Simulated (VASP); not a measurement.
# YSb2 (I4/mcm) in VASP: single point with r2SCAN

Aim: the single point of YSb2 with r2SCAN.

Program: VASP 6.6.1. These are calculated values, not measurements. Logs are shortened: lines on timing, memory, paths and dates and some standing lists are left out, and cuts for length are marked.

## 1. The cell of the first run

The structure is tetragonal, space group I4/mcm (No. 140). Conventional cell: a = 7.092 Å, b = 7.092 Å, c = 6.196 Å, α = 90.00°, β = 90.00°, γ = 90.00°. Within 4.0 Å of Sb (site symmetry m2m) lie 11 Sb at 3.04 to 3.81 Å and 4 Y at 3.11 Å. Y (site symmetry 422) has 2 Y at 3.10 Å and 8 Sb at 3.11 Å within 4.1 Å.

## 2. Single point, r2SCAN

Input file POSCAR:

```
YSb2
1.0
   -3.5462010000      3.5462010000      3.0978680000
    3.5462010000     -3.5462010000      3.0978680000
    3.5462010000      3.5462010000     -3.0978680000
Sb Y
4 2
Direct
    0.6515600000      0.1515600000      0.8031200000
    0.1515600000      0.3484400000      0.5000000000
    0.3484400000      0.8484400000      0.1968800000
    0.8484400000      0.6515600000      0.5000000000
    0.2500000000      0.2500000000      0.0000000000
    0.7500000000      0.7500000000      0.0000000000
```

Input file INCAR.step1:

```
PREC = Accurate
ENCUT = 520
ISMEAR = -1
SIGMA = 0.1
LREAL = False
LASPH = True
NELM = 80
NBANDS = 30
GGA = PE
ALGO = Normal
EDIFF = 1E-4
LWAVE = True
LCHARG = False
```

Input file INCAR.step2:

```
PREC = Accurate
ENCUT = 520
EDIFF = 1E-6
ISMEAR = -1
SIGMA = 0.1
LREAL = False
LASPH = True
NELM = 80
ALGO = Normal
ISIF = 2
LWAVE = False
LCHARG = False
METAGGA = R2SCAN
LMIXTAU = True
NBANDS = 30
ISTART = 1
```

Input file KPOINTS:

```
Automatic mesh
0
Gamma
  7 7 7
```

Potentials or basis: VASP PAW PBE potentials, release 64 (Sb, Y_sv).

Launch:

```bash
$ cat potpaw_PBE.64/Sb/POTCAR potpaw_PBE.64/Y_sv/POTCAR > POTCAR
$ cp INCAR.step1 INCAR
$ mpirun -np 1 vasp_std > vasp.out
$ cp INCAR.step2 INCAR
$ mpirun -np 1 vasp_std > vasp.out
```

OUTCAR:

```text
PREC = Accurate
   ENCUT = 520
   EDIFF = 1E-6
   ISMEAR = -1
   LREAL = False
   LASPH = True
   NELM = 80
   ISIF = 2
   METAGGA = R2SCAN
   ISTART = 1

 ion  position               nearest neighbor table
   1  0.652  0.152  0.803-   3 3.04   6 3.11   5 3.11   6 3.11   5 3.11   3 3.67   3 3.67   4 3.77
                             2 3.77   2 3.77   4 3.77
   2  0.152  0.348  0.500-   4 3.04   5 3.11   5 3.11   6 3.11   6 3.11   4 3.67   4 3.67   3 3.77
                             1 3.77   1 3.77   3 3.77
   3  0.348  0.848  0.197-   1 3.04   5 3.11   6 3.11   5 3.11   6 3.11   1 3.67   1 3.67   2 3.77
                             4 3.77   4 3.77   2 3.77
   4  0.848  0.652  0.500-   2 3.04   6 3.11   6 3.11   5 3.11   5 3.11   2 3.67   2 3.67   3 3.77
                             1 3.77   1 3.77   3 3.77
   5  0.250  0.250  0.000-   6 3.10   6 3.10   2 3.11   2 3.11   4 3.11   4 3.11   1 3.11   3 3.11
                             3 3.11   1 3.11
   6  0.750  0.750  0.000-   5 3.10   5 3.10   4 3.11   4 3.11   2 3.11   2 3.11   3 3.11   1 3.11
                             1 3.11   3 3.11

  LATTYP: Found a body centered tetragonal cell.
 ALAT       =     7.0924020000
 C/A-ratio  =     0.8735737202

  Lattice vectors:

 A1 = (  -3.5462010000,   3.5462010000,   3.0978680000)
 A2 = (   3.5462010000,  -3.5462010000,   3.0978680000)
 A3 = (   3.5462010000,   3.5462010000,  -3.0978680000)

Analysis of symmetry for initial positions (statically):
=====================================================================
 Subroutine PRICEL returns:
 Original cell was already a primitive cell.

 Routine SETGRP: Setting up the symmetry group for a
 body centered tetragonal supercell.

 Subroutine GETGRP returns: Found 16 space group operations
 (whereof  8 operations were pure point group operations)
 out of a pool of 16 trial point group operations.

The static configuration has the point symmetry C_4h.
 The point group associated with its full space group is D_4h.

Analysis of symmetry for dynamics (positions and initial velocities):
=====================================================================
 Subroutine PRICEL returns:
 Original cell was already a primitive cell.

 Routine SETGRP: Setting up the symmetry group for a
 body centered tetragonal supercell.

 Subroutine GETGRP returns: Found 16 space group operations
 (whereof  8 operations were pure point group operations)
 out of a pool of 16 trial point group operations.

The dynamic configuration has the point symmetry C_4h.
 The point group associated with its full space group is D_4h.

 Subroutine INISYM returns: Found 16 space group operations
 (whereof  8 operations are pure point group operations),
 and found     1 'primitive' translations

[... 112 lines left out ...]
   PSTRESS=    0.0 pullay stress
   NELECT =      42.0000    total number of electrons
   NUPDOWN=      -1.0000    fix difference up-down
   EMIN   =  10.00;   EMAX   =-10.00  energy-range for DOS
   EFERMI =   0.00;   METHOD = LEGACY
   ISMEAR =    -1;   SIGMA  =   0.10  broadening in eV -4-tet -1-fermi 0-gaus
   EFERMI_NEDOS =   21; number of points for ismear=-14 and -15
   IALGO  =     38    algorithm
   IMIX   =      4    mixing-type and parameters
     AMIX     =   0.40;   BMIX     =  1.00
     AMIX_MAG =   1.60;   BMIX_MAG =  1.00
  volume/ion in A,a.u.               =      25.97       175.26
  Fermi-wavevector in a.u.,A,eV,Ry     =   1.057486  1.998359 15.215085  1.118277
  Thomas-Fermi vector in A             =   2.192761
   LORBIT       =      0    0 simple, 1 ext, 2 COOP (PROOUT), +10 PAW based schemes
   METAGGA = R2SCAN    functional components
   LHFCALC =     F    Hartree Fock is set to
   AEXX    =    0.0000 exact exchange contribution
   IVDW    =     0    specifies the selected vdW correction
   LEPSILON=     F    determine dielectric tensor
   LRPA    =     F    only Hartree local field effects (RPA)
 non-spin polarized calculation
  energy-cutoff  :      520.00
  volume of cell :      155.83
 maximum number of plane-waves:      4224
 NGX is ok and might be reduce to    48
   NGX = 21   NGY = 21   NGZ = 21

 number of electron      42.0000001 magnetization

 Free energy of the ion-electron system (eV)
  ---------------------------------------------------
  ext. energy  EPLUGINS =         0.00000000
  ---------------------------------------------------
  free energy    TOTEN  =      -146.78442786 eV

  energy without entropy =     -146.65725263  energy(sigma->0) =     -146.72084024

 E-fermi :   6.8559     XC(G=0): -10.8633

 val. band max:        6.8505196851   @ k =  -0.4286   0.4286   0.1429
 cond. band min:       6.8666547964   @ k =  -0.4286  -0.4286   0.1429
 fundamental gap:      0.0161351113
 Fermi energy:         6.8558599967

 k-point     1 :       0.0000    0.0000    0.0000
  band No.  band energies     occupation
      1     -36.8940      2.00000
      2     -36.7640      2.00000
      3     -16.9731      2.00000
      4     -16.3057      2.00000
      5     -16.3057      2.00000
      6     -16.1502      2.00000
[... 781 lines left out ...]
     29      11.4514      0.00000
     30      11.8268      0.00000

 [... further k-points ...]

------------------------ aborting loop because EDIFF is reached ----------------------------------------

  FORCE on cell =-STRESS in cart. coord.  units (eV):
  Direction    XX          YY          ZZ          XY          YZ          ZX
  --------------------------------------------------------------------------------------
  -------------------------------------------------------------------------------------
  Total        2.6814241      2.6814241     10.7934682      0.0000000      0.0000000      0.0000000
  in kB       27.5693481     27.5693481    110.9741946      0.0000000      0.0000000      0.0000000
  external PRESSURE =      55.3709636 kB  Pullay stress =       0.0000000 kB

 VOLUME and BASIS-vectors are now :
 -----------------------------------------------------------------------------
  energy-cutoff  :      520.00
  volume of cell :      155.83
      direct lattice vectors                 reciprocal lattice vectors
    -3.546201000  3.546201000  3.097868000     0.000000000  0.140995956  0.161401325
     3.546201000 -3.546201000  3.097868000     0.140995956  0.000000000  0.161401325
     3.546201000  3.546201000 -3.097868000     0.140995956  0.140995956  0.000000000

 POSITION                                       TOTAL-FORCE (eV/Angst)
 -----------------------------------------------------------------------------------
      1.07492      4.62113      0.00000        -0.531190     -0.531190     -0.000000
      2.47128      1.07492      0.00000         0.531190     -0.531190      0.000000
      2.47128     -1.07492      3.09787         0.531190      0.531190      0.000000
      1.07492      2.47128      3.09787        -0.531190      0.531190      0.000000
      0.00000      0.00000      1.54893         0.000000      0.000000     -0.000000
      0.00000      0.00000      4.64680         0.000000      0.000000     -0.000000
 -----------------------------------------------------------------------------------
    total drift:                               -0.000000      0.000000      0.000000

  FREE ENERGIE OF THE ION-ELECTRON SYSTEM (eV)
  ---------------------------------------------------
  free  energy   TOTEN  =      -146.7844278644 eV

  energy  without entropy=     -146.6572526254  energy(sigma->0) =     -146.72084024
```

OSZICAR.step1:

```text
N       E                     dE             d eps       ncg     rms          rms(c)
DAV:   1     0.241375188663E+03    0.24138E+03   -0.17645E+04  2400   0.123E+03
DAV:   2    -0.114560940700E+02   -0.25283E+03   -0.24604E+03  2764   0.286E+02
DAV:   3    -0.314329791691E+02   -0.19977E+02   -0.19618E+02  3838   0.611E+01
DAV:   4    -0.328893949121E+02   -0.14564E+01   -0.14460E+01  3616   0.143E+01
DAV:   5    -0.329331888656E+02   -0.43794E-01   -0.43783E-01  3272   0.257E+00    0.456E+01
DAV:   6    -0.325145695936E+02    0.41862E+00   -0.65329E-01  2972   0.357E+00    0.288E+01
DAV:   7    -0.324292446951E+02    0.85325E-01   -0.85704E-01  3832   0.394E+00    0.198E+00
DAV:   8    -0.324199006350E+02    0.93441E-02   -0.10415E-01  3080   0.140E+00    0.143E+00
DAV:   9    -0.324184316987E+02    0.14689E-02   -0.26772E-02  3244   0.822E-01    0.929E-01
DAV:  10    -0.324179979779E+02    0.43372E-03   -0.34111E-03  3052   0.295E-01    0.146E-01
DAV:  11    -0.324179960308E+02    0.19470E-05   -0.14419E-04  2004   0.707E-02
   1 F= -.32417996E+02 E0= -.32347781E+02  d E =-.140429E+00
```

Wall time 8.9 min (1 thread of Intel Xeon Platinum 8488C (Sapphire Rapids), shared host); peak memory 0.47 GiB.

Results:

* Free energy: -146.7844 eV
* Pressure: 5.5 GPa
* Largest force: 0.751 eV/Å
* Band gap on the k mesh: zero (bands 21 and 22 overlap by 1.07 eV)

Forces on the atoms (eV/Å):
```
Sb  -0.531 -0.531  0.000
Sb   0.531 -0.531  0.000
Sb   0.531  0.531  0.000
Sb  -0.531  0.531  0.000
Y    0.000  0.000  0.000
Y    0.000  0.000  0.000
```

Caveat: the stress differs along the axes, from 3 to 11 GPa; the PAW data sets were made with another functional, which shifts forces and pressure a little; spin-orbit coupling is left out, which moves the levels of the heavy elements.
